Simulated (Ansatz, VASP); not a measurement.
**One calculation of MgH5W, two programs**

The input INCAR:

```
SYSTEM = MgH5W
  PREC = Accurate
  ENCUT = 600
  EDIFF = 1E-6
  ISMEAR = 0
  SIGMA = 0.1
  LREAL = .FALSE.
  LASPH = .TRUE.
  NELM = 80
  ALGO = Normal
  ISIF = 3
  LWAVE = .FALSE.
  LCHARG = .FALSE.
  GGA = PE
  IBRION = 2
  NSW = 90
  EDIFFG = -0.04
```

File KPOINTS:

```
regular mesh
0
G
  6 6 4
  0 0 0
```

POSCAR

```
MgH5W
1.0
    3.5204057200      0.0000000000      0.0000000000
   -1.7602028600      3.0487607900      0.0000000000
    0.0000000000      0.0000000000      6.6511474600
Mg H W
1 5 1
Direct
    0.0000000000      0.0000000000      0.5000000000
    0.5000000000      0.0000000000      0.0000000000
    0.0000000000      0.5000000000      0.0000000000
    0.5000000000      0.5000000000      0.0000000000
    0.0000000000      0.0000000000      0.7588768600
    0.0000000000      0.0000000000      0.2411231400
    0.0000000000      0.0000000000      0.0000000000
```

Input for Ansatz:

```yaml
crystal:
  lattice:
    - [3.52040572, 0.0, 0.0]
    - [-1.76020286, 3.04876079, 0.0]
    - [0.0, 0.0, 6.65114746]
  atoms:
    - { symbol: Mg, position: [0.0, 0.0, 0.5] }
    - { symbol: H, position: [0.5, 0.0, 0.0] }
    - { symbol: H, position: [0.0, 0.5, 0.0] }
    - { symbol: H, position: [0.5, 0.5, 0.0] }
    - { symbol: H, position: [0.0, 0.0, 0.75887686] }
    - { symbol: H, position: [0.0, 0.0, 0.24112314] }
    - { symbol: W, position: [0.0, 0.0, 0.0] }
basis:
  ecutwfc: 420
kpoints:
  mp_grid: { grid: [6, 6, 4] }
hamiltonian:
  xc: pbe
scf:
  occupations: { method: gaussian, width: 0.1 }
  lower_state_search: "off"
output:
  forces: true
  stress: true
  eigenvalues: true
relax:
  adjacent_minimum: "off"
  f_tol: 0.04
  max_steps: 70
  cell: { stress_tol: 0.4 }
```

Alike in both runs: task relaxation of cell and atoms; functional PBE; k mesh 6 × 6 × 4; occupations gaussian, width 0.1 eV; no spin polarisation.

|  | VASP | Ansatz |
| --- | --- | --- |
| version | VASP 6.6.1 | Ansatz 0.2.0 |
| potentials or method | VASP PAW PBE potentials, release 64 (Mg, H, W_sv), cutoff 600 eV | scalar-relativistic, plane waves, PAW |
| valence electrons in the cell | 21 | 29 |

```csv
,VASP,Ansatz,Ansatz less VASP
"gap on the k mesh at the Fermi level, each at its own relaxed structure (eV)",none,none,-
relaxed volume (Å³/atom),11.73,11.74,+0.007
relaxed cell length with the largest relative difference (Å),7.277,7.281,+0.0042
```

A gap of «none» marks a metal or a gap that the smearing closes. VASP's potentials hold 21 valence electrons a cell and Ansatz's 29, so a difference there can come from the potentials and not from the codes.

Neither program's run includes spin-orbit coupling. Noted on VASP's run: the volume moved by over 15 % at a fixed basis, so the end points are rough.
